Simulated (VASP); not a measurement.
Set up this calculation in VASP 6.6.1, as the native input.

| Property | Result |
| --- | --- |
| Task | single point |
| Functional | PBEsol |
| Potentials or basis | VASP PAW PBE potentials, release 64 (K_sv, Ta_pv, O) |
| Cutoff | 520 eV |
| k mesh | 6 × 6 × 6 |
| Occupations | fermi-dirac, width 0.05 eV |
| Spin | no spin polarisation |
| Dipole correction | no |
| Further INCAR settings | ALGO = Normal; EDIFF = 1e-06; NBANDS = 27 |

The structure of KTaO3 lies in POSCAR:

```
KTaO3
1.0
    3.9854390000      0.0000000000      0.0000000000
    0.0000000000      3.9854390000      0.0000000000
    0.0000000000      0.0000000000      3.9854390000
K Ta O
1 1 3
Direct
    0.0000000000      0.0000000000      0.0000000000
    0.5000000000      0.5000000000      0.5000000000
    0.5000000000      0.5000000000      0.0000000000
    0.0000000000      0.5000000000      0.5000000000
    0.5000000000      0.0000000000      0.5000000000
```

These files were run (other wordings do the same):

INCAR

```
PREC     = Accurate       # precision mode
ENCUT    = 520            # plane-wave cutoff, eV
EDIFF    = 1E-6           # SCF threshold, eV
ISMEAR   = -1             # smearing method
SIGMA    = 0.05           # smearing width, eV
LREAL    = F              # projectors in reciprocal space
LASPH    = T              # aspherical terms in the spheres
NELM     = 60             # most SCF steps
ALGO     = Normal         # electronic algorithm
ISIF     = 2              # what is computed and relaxed
LWAVE    = F              # write WAVECAR
LCHARG   = T              # write CHGCAR
GGA      = PS             # functional
LELF     = T              # ELF
LVHAR    = T            
NBANDS   = 27             # bands
```

KPOINTS

```
regular mesh
0
Gamma
  6 6 6
```

Potentials or basis: VASP PAW PBE potentials, release 64 (K_sv, Ta_pv, O).

Command:

```console
$ cat potpaw_PBE.64/K_sv/POTCAR potpaw_PBE.64/Ta_pv/POTCAR potpaw_PBE.64/O/POTCAR > POTCAR
$ mpirun -np 1 vasp_std > vasp.out
```

It gave:

| Item | Value |
| --- | --- |
| Pressure | 0.7 GPa |
| Band gap on the k mesh | 2.09 eV (least direct gap 2.71 eV) |

Caveat: the PAW data sets were made with another functional, which shifts forces and pressure a little; spin-orbit coupling is left out, which moves the levels of the heavy elements.

Wall time 39 s on 1 thread of Intel Xeon 8259CL (shared host), peak memory 0.19 GiB.
